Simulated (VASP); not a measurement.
Si2Mo:

```xyz
3
Lattice="-1.5893 1.5893 3.9041 1.5893 -1.5893 3.9041 1.5893 1.5893 -3.9041" Properties=species:S:1:pos:R:3 pbc="T T T"
Mo    0.0000    0.0000    0.0000
Si    0.0000    0.0000    5.2081
Si    0.0000    0.0000    2.6001
```

Base run:

```yaml
Program: VASP 6.6.1
Functional: PBE
Potentials_or_basis: VASP PAW PBE potentials, release 64 (Mo_sv, Si)
Cutoff: 520 eV
k_mesh: 12 × 12 × 12
Occupations: fermi-dirac, width 0.05 eV
Spin: no spin polarisation
```

Its results: band gap on the k mesh zero (bands 11 and 12 overlap by 1.05 eV); pressure 7.0 GPa; largest force 0.242 eV/Å.

Q: The run is repeated on the same cell with these changes: dispersion from none to D3(BJ). What comes out?

A: Band gap on the k mesh zero (bands 11 and 12 overlap by 1.05 eV); pressure -0.4 GPa; largest force 0.245 eV/Å.

Dispersion adds attraction, which lowers the pressure at fixed volume and, as a term added to the energy, leaves the levels alone.

Caveats: the cell stands under pressure (at least some runs).
